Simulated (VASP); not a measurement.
A run of VASP 6.6.1 is set up as follows.

File INCAR:

```
ALGO = Normal
EDIFF = 1E-6
ENCUT = 910
GGA_COMPAT = False
ISIF = 2
ISMEAR = 0
LASPH = True
LCHARG = False
LREAL = False
LWAVE = False
NBANDS = 11
NELM = 120
PREC = Accurate
SIGMA = 0.01
```

File KPOINTS:

```
k-points
0
Gamma
  10 10 10
```

POSCAR

```
C
1.0
    0.0000000000      1.7573025676      1.7573025676
    1.7573025676      0.0000000000      1.7573025676
    1.7573025676      1.7573025676      0.0000000000
C
2
Direct
    0.5000000000      0.5000000000      0.5000000000
    0.7500000000      0.7500000000      0.7500000000
```

Potentials or basis: VASP PAW LDA potentials, release 64 (C_h).

The run is started by

```bash
$ cat potpaw_LDA.64/C_h/POTCAR > POTCAR
$ mpirun -np 1 vasp_std > vasp.out
```

(1) Estimate the pressure.

(2) Predict the band gap on the k mesh.

Answers

(1) 7.7 GPa.

(2) 4.24 eV, indirect (least direct gap 5.67 eV).

Caveat: the cutoff is under 1.25 times the usual one of these potentials, so pressure, stress and relaxed cells hold a basis-set (Pulay) error.
